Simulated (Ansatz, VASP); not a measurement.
# LuTe4W in VASP and in Ansatz

```
CELL_PARAMETERS angstrom
0.00000 4.32444 4.32444
4.32444 0.00000 4.32444
4.32444 4.32444 0.00000
ATOMIC_POSITIONS crystal
Lu 0.75000 0.75000 0.75000
Te 0.62294 0.12569 0.12569
Te 0.12569 0.62294 0.12569
Te 0.12569 0.12569 0.62294
Te 0.12569 0.12569 0.12569
W 0.50000 0.50000 0.50000
```

Change from the starting cell: species swapped into the ErNi4Au type (F-43m, No. 216).

Alike in both runs: functional PBE; k mesh 8 × 8 × 8; occupations gaussian, width 0.1 eV; no spin polarisation.

Ansatz relaxed the structure, and its values are those at the end. VASP's run is a single point on that final structure, the one shown.

|  | VASP | Ansatz |
| --- | --- | --- |
| version | VASP 6.6.1 | Ansatz 0.2.0 |
| potentials or method | VASP PAW PBE potentials, release 64 (Lu, Te, W_sv), cutoff 520 eV | scalar-relativistic, plane waves, PAW |
| valence electrons in the cell | 63 | 103 |

|  | VASP | Ansatz | Ansatz less VASP |
| --- | --- | --- | --- |
| gap on the k mesh at the Fermi level (eV) | none | none | - |
| pressure (GPa) | 0.0 | 0.0 | +0.03 |

A gap of «none» marks a metal or a gap that the smearing closes. The functional is the same, so the differences come from potentials, cutoffs and numerics. VASP's potentials hold 63 valence electrons a cell and Ansatz's 103, so a difference there can come from the potentials and not from the codes.

Neither program's run includes spin-orbit coupling.
